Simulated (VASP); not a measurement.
# TiN (Fm-3m) in VASP: further runs, part 2 of 2

VASP 6.6.1. The steps go on from the part before.

## (3) Relaxation of cell and atoms, PBE

Contents of INCAR:

```
SYSTEM = TiN
PREC = Accurate
ENCUT = 600
EDIFF = 1E-7
ISMEAR = 0
SIGMA = 0.1
LREAL = .FALSE.
LASPH = .TRUE.
NELM = 60
ALGO = Normal
ISIF = 3
LWAVE = .FALSE.
LCHARG = .FALSE.
GGA = PE
IBRION = 2
NSW = 80
EDIFFG = -0.01
```

Contents of KPOINTS:

```
Automatic mesh
0
G
  18 18 18
  0 0 0
```

Contents of POSCAR:

```
TiN
1.0
    0.0000000000      2.1239028606      2.1239028606
    2.1239028606      0.0000000000      2.1239028606
    2.1239028606      2.1239028606      0.0000000000
Ti N
1 1
Direct
    0.5000000000      0.5000000000      0.5000000000
    0.0000000000      0.0000000000      0.0000000000
```

Potentials or basis: VASP PAW PBE potentials, release 64 (Ti_sv, N).

Started as:

```bash
$ cat potpaw_PBE.64/Ti_sv/POTCAR potpaw_PBE.64/N/POTCAR > POTCAR
$ mpirun -np 1 vasp_std > vasp.out
```

OUTCAR:

```text
SYSTEM = TiN
   PREC = Accurate
   ENCUT = 600
   EDIFF = 1E-7
   ISMEAR = 0
   LREAL = .FALSE.
   LASPH = .TRUE.
   NELM = 60
   ISIF = 3
   GGA = PE
   IBRION = 2
   NSW = 80
   EDIFFG = -0.01

 ion  position               nearest neighbor table
   1  0.500  0.500  0.500-   2 2.12   2 2.12   2 2.12   2 2.12   2 2.12   2 2.12
   2  0.000  0.000  0.000-   1 2.12   1 2.12   1 2.12   1 2.12   1 2.12   1 2.12

  LATTYP: Found a face centered cubic cell.
 ALAT       =     4.2478057212

  Lattice vectors:

 A1 = (   0.0000000000,   2.1239028606,   2.1239028606)
 A2 = (   2.1239028606,   0.0000000000,   2.1239028606)
 A3 = (   2.1239028606,   2.1239028606,   0.0000000000)

Analysis of symmetry for initial positions (statically):
=====================================================================
 Subroutine PRICEL returns:
 Original cell was already a primitive cell.

 Routine SETGRP: Setting up the symmetry group for a
 face centered cubic supercell.

 Subroutine GETGRP returns: Found 48 space group operations
 (whereof 48 operations were pure point group operations)
 out of a pool of 48 trial point group operations.

The static configuration has the point symmetry O_h .

Analysis of symmetry for dynamics (positions and initial velocities):
=====================================================================
 Subroutine PRICEL returns:
 Original cell was already a primitive cell.

 Routine SETGRP: Setting up the symmetry group for a
[... 231 lines left out ...]
  ext. energy  EPLUGINS =         0.00000000
  ---------------------------------------------------
  free energy    TOTEN  =       -19.63996352 eV

  energy without entropy =      -19.63567820  energy(sigma->0) =      -19.63782086

 E-fermi :  11.3842     XC(G=0): -12.9932

 val. band max:       11.3535329119   @ k =  -0.1667   0.1111   0.0000
 cond. band min:      11.3887203305   @ k =   0.1111   0.0556   0.0000
 fundamental gap:      0.0351874185
 Fermi energy:        11.3842112888

 k-point     1 :       0.0000    0.0000    0.0000
  band No.  band energies     occupation
      1     -46.4948      2.00000
      2     -22.4783      2.00000
      3     -22.4783      2.00000
      4     -22.4783      2.00000
      5      -5.6893      2.00000
      6       9.3453      2.00000
      7       9.3453      2.00000
      8       9.3453      2.00000
      9      10.7727      2.00000
     10      10.7727      2.00000
     11      10.7727      2.00000
     12      11.9555      0.00000
[... 331 lines left out ...]
 k-point    24 :      -0.2222    0.0556    0.0000
  band No.  band energies     occupation
      1     -46.4486      2.00000
      2     -22.7848      2.00000
      3     -22.5256      2.00000
      4     -22.4964      2.00000
      5      -4.6600      2.00000
      6       5.9333      2.00000
      7       7.0029      2.00000
      8       7.3099      2.00000
      9      11.6148      0.00111
     10      11.8216      0.00000
     11      12.2999      0.00000
     12      14.2914      0.00000

 [... further k-points ...]

------------------------ aborting loop because EDIFF is reached ----------------------------------------

  FORCE on cell =-STRESS in cart. coord.  units (eV):
  Direction    XX          YY          ZZ          XY          YZ          ZX
  --------------------------------------------------------------------------------------
  -------------------------------------------------------------------------------------
  Total       -0.0003737     -0.0003737     -0.0003737      0.0000000      0.0000000      0.0000000
  in kB       -0.0312255     -0.0312255     -0.0312255      0.0000000      0.0000000      0.0000000
  external PRESSURE =      -0.0312255 kB  Pullay stress =       0.0000000 kB
[... 17 lines left out ...]
  FREE ENERGIE OF THE ION-ELECTRON SYSTEM (eV)
  ---------------------------------------------------
  free  energy   TOTEN  =       -19.6399635209 eV

  energy  without entropy=      -19.6356781965  energy(sigma->0) =      -19.63782086

 reached required accuracy - stopping structural energy minimisation
```

OSZICAR:

```text
N       E                     dE             d eps       ncg     rms          rms(c)
DAV:   1     0.148100268697E+03    0.14810E+03   -0.99470E+03  4680   0.189E+03
DAV:   2    -0.788545849288E+01   -0.15599E+03   -0.14870E+03  4944   0.438E+02
DAV:   3    -0.238475618391E+02   -0.15962E+02   -0.15640E+02  6892   0.130E+02
[... 29 lines left out ...]
DAV:   4    -0.196399591406E+02   -0.61228E-06   -0.26989E-05  4936   0.611E-02    0.733E-03
DAV:   5    -0.196399614825E+02   -0.23419E-05   -0.38799E-06  7216   0.204E-02    0.459E-03
DAV:   6    -0.196399618558E+02   -0.37330E-06   -0.31376E-07  4360   0.513E-03    0.461E-03
DAV:   7    -0.196399634956E+02   -0.16399E-05   -0.18272E-06  5820   0.122E-02    0.121E-03
DAV:   8    -0.196399635209E+02   -0.25262E-07   -0.46946E-07  5420   0.523E-03
   3 F= -.19639964E+02 E0= -.19637821E+02  d E =-.544386E-05
```

CONTCAR:

```text
TiN
   1.00000000000000
     0.0000000000000000    2.1242902014582508    2.1242902014582508
     2.1242902014582508    0.0000000000000000    2.1242902014582508
     2.1242902014582508    2.1242902014582508    0.0000000000000000
  Ti              N
     1     1
Direct
     0.5000000000000000    0.5000000000000000    0.5000000000000000
     0.0000000000000000    0.0000000000000000    0.0000000000000000

  0.00000000E+00  0.00000000E+00  0.00000000E+00
  0.00000000E+00  0.00000000E+00  0.00000000E+00
```

Wall time 59 s (1 thread of Intel Xeon Platinum 8488C (Sapphire Rapids), shared host); peak memory 0.19 GiB.

What came out:

- Free energy: -19.6400 eV
- Relaxed volume: 9.59 Å³/atom
- Relaxed cell: a = 3.004 Å, b = 3.004 Å, c = 3.004 Å, α = 60.00°, β = 60.00°, γ = 60.00°
- Space group after relaxing (to 0.05 Å): Fm-3m (No. 225)
- Energy gained by relaxing: 0.0 meV/atom
- Ionic steps: 3
- Pressure after relaxing: 0.0 GPa

Final structure:
```
Ti N
1.0
     0.00000    2.12429    2.12429
     2.12429    0.00000    2.12429
     2.12429    2.12429    0.00000
Ti N
1 1
Cartesian
  2.1243 2.1243 2.1243
  0.0000 0.0000 0.0000
```
